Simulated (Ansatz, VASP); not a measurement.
**BeZn3Te4: VASP beside Ansatz**

```
CELL_PARAMETERS angstrom
-3.02502 3.02502 6.03793
3.02502 -3.02502 6.03793
3.02502 3.02502 -6.03793
ATOMIC_POSITIONS crystal
Be 0.50000 0.50000 0.00000
Zn 0.00000 0.00000 0.00000
Zn 0.25000 0.75000 0.50000
Zn 0.75000 0.25000 0.50000
Te 0.85449 0.85449 0.47071
Te 0.38377 0.38377 0.52929
Te 0.14551 0.61623 0.00000
Te 0.61623 0.14551 0.00000
```

Alike in both runs: task single point; functional PBE; k mesh 4 × 4 × 4; occupations gaussian, width 0.1 eV; no spin polarisation.

|  | VASP | Ansatz |
| --- | --- | --- |
| version | VASP 6.6.1 | Ansatz 0.2.0 |
| potentials or method | VASP PAW PBE potentials, release 64 (Be, Zn, Te), cutoff 520 eV | scalar-relativistic, plane waves, PAW |
| valence electrons in the cell | 62 | 102 |

Ansatz gave:

- gap on the k mesh at the Fermi level (eV): 1.61
- least direct gap on the mesh (eV): 1.61
- pressure (GPa): 0.0
- rms of the force components (eV/Å): 0.003

Which values does VASP return?

gap on the k mesh at the Fermi level (eV): 1.61; least direct gap on the mesh (eV): 1.61; pressure (GPa): 0.1; rms of the force components (eV/Å): 0.003.

Atom by atom the forces differ by 0.000 eV/Å (rms over components). VASP's potentials hold 62 valence electrons a cell and Ansatz's 102, so a difference there can come from the potentials and not from the codes.

Neither program's run includes spin-orbit coupling.
